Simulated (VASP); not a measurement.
# Ge (Im-3m) in VASP: a series of runs

The runs below take Ge through single point, relaxation of cell and atoms, with LDA.

Everything below comes from runs of VASP 6.6.1. Logs are shortened: lines on timing, memory, paths and dates and some standing lists are left out, and cuts for length are marked.

## 1. The cell of the first run

The structure is cubic, space group Im-3m (No. 229). The conventional cell has a = 2.929 Å, b = 2.929 Å, c = 2.929 Å, α = 90.00°, β = 90.00°, γ = 90.00°. Ge (site symmetry m-3m) has 14 Ge at 2.54 to 2.93 Å within 3.3 Å.

## 2. Single point, LDA

The input, INCAR:

```
SYSTEM = Ge
PREC = Accurate ; ENCUT = 520
EDIFF = 1E-7 ; ISMEAR = -1
SIGMA = 0.08 ; LREAL = .False.
LASPH = .True. ; NELM = 100
ALGO = Normal ; ISIF = 2
LWAVE = .False. ; LCHARG = .False.
NBANDS = 13
```

The input, KPOINTS:

```
Automatic mesh
0
Gamma
  18 18 18
  0 0 0
```

The input, POSCAR:

```
Ge
1.0
   -1.4644247001      1.4644247001      1.4644247001
    1.4644247001     -1.4644247001      1.4644247001
    1.4644247001      1.4644247001     -1.4644247001
Ge
1
Direct
    0.0000000000      0.0000000000      0.0000000000
```

Potentials or basis: VASP PAW LDA potentials, release 64 (Ge_d).

Launch:

```
$ cat potpaw_LDA.64/Ge_d/POTCAR > POTCAR
$ mpirun -np 1 vasp_std > vasp.out
```

OUTCAR:

```text
SYSTEM = Ge
   PREC = Accurate
   ENCUT = 520
   EDIFF = 1E-7
   ISMEAR = -1
   LREAL = .False.
   LASPH = .True.
   NELM = 100
   ISIF = 2

 ion  position               nearest neighbor table
   1  0.000  0.000  0.000-

  LATTYP: Found a body centered cubic cell.
 ALAT       =     2.9288494002

  Lattice vectors:

 A1 = (  -1.4644247001,   1.4644247001,   1.4644247001)
 A2 = (   1.4644247001,  -1.4644247001,   1.4644247001)
 A3 = (   1.4644247001,   1.4644247001,  -1.4644247001)

Analysis of symmetry for initial positions (statically):
=====================================================================
 Subroutine PRICEL returns:
 Original cell was already a primitive cell.

 Routine SETGRP: Setting up the symmetry group for a
 body centered cubic supercell.

 Subroutine GETGRP returns: Found 48 space group operations
 (whereof 48 operations were pure point group operations)
 out of a pool of 48 trial point group operations.

The static configuration has the point symmetry O_h .

Analysis of symmetry for dynamics (positions and initial velocities):
=====================================================================
 Subroutine PRICEL returns:
 Original cell was already a primitive cell.

 Routine SETGRP: Setting up the symmetry group for a
 body centered cubic supercell.

 Subroutine GETGRP returns: Found 48 space group operations
 (whereof 48 operations were pure point group operations)
 out of a pool of 48 trial point group operations.

The dynamic configuration has the point symmetry O_h .

 Subroutine INISYM returns: Found 48 space group operations
 (whereof 48 operations are pure point group operations),
 and found     1 'primitive' translations

----------------------------------------------------------------------------------------

                                     Primitive cell

  volume of cell :      12.5621

  direct lattice vectors                    reciprocal lattice vectors
    -1.464424700  1.464424700  1.464424700     0.000000000  0.341431007  0.341431007
     1.464424700 -1.464424700  1.464424700     0.341431007  0.000000000  0.341431007
     1.464424700  1.464424700 -1.464424700     0.341431007  0.341431007  0.000000000

  length of vectors
     2.536457984  2.536457984  2.536457984     0.482856361  0.482856361  0.482856361

  position of ions in fractional coordinates (direct lattice)
     0.000000000  0.000000000  0.000000000

  ion indices of the primitive-cell ions
   primitive index   ion index
                 1           1

----------------------------------------------------------------------------------------

 KPOINTS: Automatic mesh

Automatic generation of k-mesh.
 Grid dimensions read from file:
 generate k-points for:   18   18   18

 Generating k-lattice:

  Cartesian coordinates                     Fractional coordinates (reciprocal lattice)
     0.000000000  0.018968389  0.018968389     0.055555556  0.000000000  0.000000000
     0.018968389  0.000000000  0.018968389     0.000000000  0.055555556  0.000000000
     0.018968389  0.018968389  0.000000000     0.000000000  0.000000000  0.055555556

  Length of vectors
     0.026825353  0.026825353  0.026825353

  Shift w.r.t. Gamma in fractional coordinates (k-lattice)
     0.000000000  0.000000000  0.000000000

 Subroutine IBZKPT returns following result:
 ===========================================

 Found    195 irreducible k-points:

 Following reciprocal coordinates:
            Coordinates               Weight
  0.000000  0.000000  0.000000      1.000000
  0.055556  0.000000  0.000000     12.000000
  0.111111  0.000000  0.000000     12.000000
  0.166667  0.000000  0.000000     12.000000
  0.222222  0.000000  0.000000     12.000000
  0.277778  0.000000  0.000000     12.000000
[... 16 lines left out ...]
  0.333333  0.111111 -0.000000     48.000000
  0.388889  0.111111  0.000000     48.000000
 [... further k-points ...]
   k-points           NKPTS =    195   k-points in BZ     NKDIM =    195   number of bands    NBANDS=     13
   number of dos      NEDOS =    301   number of ions     NIONS =      1
   total plane-waves  NPLWV =   8000
   dimension x,y,z NGX =    20 NGY =   20 NGZ =   20
   dimension x,y,z NGXF=    40 NGYF=   40 NGZF=   40
   ions per type =               1
   NGX,Y,Z   is equivalent  to a cutoff of  13.11, 13.11, 13.11 a.u.
   NGXF,Y,Z  is equivalent  to a cutoff of  26.22, 26.22, 26.22 a.u.
 SYSTEM =  Ge
   PREC   = accura    normal or accurate (medium, high low for compatibility)
   ISTART =      0    job   : 0-new  1-cont  2-samecut
   ICHARG =      2    charge: 1-file 2-atom 10-const
   ISPIN  =      1    spin polarized calculation?
   LNONCOLLINEAR =      F non collinear calculations
   LSORBIT =      F    spin-orbit coupling
   LASPH  =      T    aspherical Exc in radial PAW
   ENCUT  =  520.0 eV  38.22 Ry    6.18 a.u.   4.72  4.72  4.72*2*pi/ulx,y,z
   NELM   =    100;   NELMIN=  2; NELMDL= -5     # of ELM steps
   EDIFF  = 0.1E-06   stopping-criterion for ELM
   LREAL  =      F    real-space projection
   EDIFFG = 0.1E-05   stopping-criterion for IOM
   NSW    =      0    number of steps for IOM
   IBRION =     -1    ionic relax: 0-MD 1-quasi-New 2-CG
   NFREE  =      0    steps in history (QN), initial steepest desc. (CG)
   ISIF   =      2    stress and relaxation
   ISYM   =      2    0-nonsym 1-usesym 2-fastsym
   POTIM  = 0.5000    time-step for ionic-motion
   TEBEG  =    0.0;   TEEND  =   0.0 temperature during run
   PSTRESS=    0.0 pullay stress
   NELECT =      14.0000    total number of electrons
   NUPDOWN=      -1.0000    fix difference up-down
   EMIN   =  10.00;   EMAX   =-10.00  energy-range for DOS
   EFERMI =   0.00;   METHOD = LEGACY
   ISMEAR =    -1;   SIGMA  =   0.08  broadening in eV -4-tet -1-fermi 0-gaus
   EFERMI_NEDOS =   21; number of points for ismear=-14 and -15
   IALGO  =     38    algorithm
   IMIX   =      4    mixing-type and parameters
     AMIX     =   0.40;   BMIX     =  1.00
     AMIX_MAG =   1.60;   BMIX_MAG =  1.00
  volume/ion in A,a.u.               =      12.56        84.77
  Fermi-wavevector in a.u.,A,eV,Ry     =   1.697320  3.207470 39.196972  2.880896
  Thomas-Fermi vector in A             =   2.778023
   LORBIT       =      0    0 simple, 1 ext, 2 COOP (PROOUT), +10 PAW based schemes
   GGA     = CA    functional components
   LHFCALC =     F    Hartree Fock is set to
   AEXX    =    0.0000 exact exchange contribution
   IVDW    =     0    specifies the selected vdW correction
   LEPSILON=     F    determine dielectric tensor
   LRPA    =     F    only Hartree local field effects (RPA)
 non-spin polarized calculation
  energy-cutoff  :      520.00
  volume of cell :       12.56
 maximum number of plane-waves:       370
   NGX =  9   NGY =  9   NGZ =  9

 number of electron      14.0000014 magnetization

 Free energy of the ion-electron system (eV)
  ---------------------------------------------------
  ext. energy  EPLUGINS =         0.00000000
  ---------------------------------------------------
  free energy    TOTEN  =        -4.14585834 eV

  energy without entropy =       -4.13837978  energy(sigma->0) =       -4.14211906

 E-fermi :  11.7912     XC(G=0): -13.8129

 val. band max:       11.7815444708   @ k =   0.2222   0.2222   0.1667
 cond. band min:      11.8028331408   @ k =  -0.3889   0.3889   0.3889
 fundamental gap:      0.0212886700
 Fermi energy:        11.7911810683

 k-point     1 :       0.0000    0.0000    0.0000
  band No.  band energies     occupation
      1     -13.4640      2.00000
      2     -13.4640      2.00000
      3     -13.4640      2.00000
      4     -13.1998      2.00000
      5     -13.1998      2.00000
      6      -5.4861      2.00000
      7      25.9586      0.00000
      8      25.9586      0.00000
      9      25.9586      0.00000
     10      30.5107      0.00000
     11      30.5107      0.00000
     12      30.5107      0.00000
     13      31.1274      0.00000

 k-point     2 :       0.0556    0.0000    0.0000
  band No.  band energies     occupation
      1     -13.4675      2.00000
      2     -13.4611      2.00000
      3     -13.4516      2.00000
      4     -13.2033      2.00000
      5     -13.1999      2.00000
      6      -5.3754      2.00000
      7      24.7688      0.00000
      8      25.2568      0.00000
      9      25.7260      0.00000
     10      29.1551      0.00000
     11      29.1605      0.00000
     12      30.6113      0.00000
     13      31.3952      0.00000

 k-point     3 :       0.1111    0.0000    0.0000
  band No.  band energies     occupation
      1     -13.4772      2.00000
      2     -13.4537      2.00000
      3     -13.4156      2.00000
      4     -13.2129      2.00000
      5     -13.2002      2.00000
      6      -5.0423      2.00000
      7      22.1178      0.00000
      8      23.9022      0.00000
      9      25.0666      0.00000
     10      27.7372      0.00000
     11      27.9943      0.00000
     12      30.2913      0.00000
     13      32.2535      0.00000
[... 305 lines left out ...]
 k-point    23 :       0.3333    0.1111   -0.0000
  band No.  band energies     occupation
      1     -13.5464      2.00000
      2     -13.4718      2.00000
      3     -13.2290      2.00000
      4     -13.2097      2.00000
      5     -13.1047      2.00000
      6       0.3598      2.00000
      7       8.3749      2.00000
      8      15.9142      0.00000
      9      19.6035      0.00000
     10      25.3227      0.00000
     11      28.3437      0.00000
     12      32.5295      0.00000
     13      38.4903      0.00000

 k-point    24 :       0.3889    0.1111    0.0000
  band No.  band energies     occupation
      1     -13.5551      2.00000
      2     -13.4829      2.00000
      3     -13.2201      2.00000
      4     -13.2112      2.00000
      5     -13.0736      2.00000
      6       2.0449      2.00000
      7       6.0654      2.00000
      8      15.5647      0.00000
      9      19.2817      0.00000
     10      25.0684      0.00000
     11      28.1836      0.00000
     12      33.9217      0.00000
     13      37.2055      0.00000

 [... further k-points ...]
[... 5 lines left out ...]
  --------------------------------------------------------------------------------------
  -------------------------------------------------------------------------------------
  Total        4.8383972      4.8383972      4.8383972      0.0000000     -0.0000000      0.0000000
  in kB      617.0934983    617.0934983    617.0934983      0.0000000     -0.0000000      0.0000000
  external PRESSURE =     617.0934983 kB  Pullay stress =       0.0000000 kB

 VOLUME and BASIS-vectors are now :
 -----------------------------------------------------------------------------
  energy-cutoff  :      520.00
  volume of cell :       12.56
      direct lattice vectors                 reciprocal lattice vectors
    -1.464424700  1.464424700  1.464424700     0.000000000  0.341431007  0.341431007
     1.464424700 -1.464424700  1.464424700     0.341431007  0.000000000  0.341431007
     1.464424700  1.464424700 -1.464424700     0.341431007  0.341431007  0.000000000

 POSITION                                       TOTAL-FORCE (eV/Angst)
 -----------------------------------------------------------------------------------
      0.00000      0.00000      0.00000        -0.000000     -0.000000      0.000000
 -----------------------------------------------------------------------------------
    total drift:                                0.000000     -0.000000      0.000000

  FREE ENERGIE OF THE ION-ELECTRON SYSTEM (eV)
  ---------------------------------------------------
  free  energy   TOTEN  =        -4.1458583434 eV

  energy  without entropy=       -4.1383797806  energy(sigma->0) =       -4.14211906
```

Wall time 18 s (1 thread of Intel Xeon Platinum 8259CL at 2.50GHz (Skylake/Cascade Lake), shared host); peak memory 0.14 GiB.

Results:

```
Free energy            : -4.1459 eV
Pressure               : 61.7 GPa
Band gap on the k mesh : zero (band 7 reaches 25.96 eV, above the bottom of band 8 at 6.95 eV)
```

Levels at points of the mesh, in eV from the Fermi level:
```csv
k point,band 3,band 4,band 5,band 6,band 7,band 8,band 9,band 10,band 11,band 12
"(0.00, 0.00, 0.00)",-25.26,-24.99,-24.99,-17.28,14.17,14.17,14.17,18.72,18.72,18.72
"(0.50, 0.00, 0.00)",-25.00,-24.99,-24.83,-8.25,-8.09,6.36,8.91,11.38,12.85,25.11
"(0.50, 0.50, 0.50)",-24.87,-24.87,-24.87,-0.97,-0.97,-0.97,0.77,4.09,4.09,31.43
```

(Continued in part 2 of 2.)
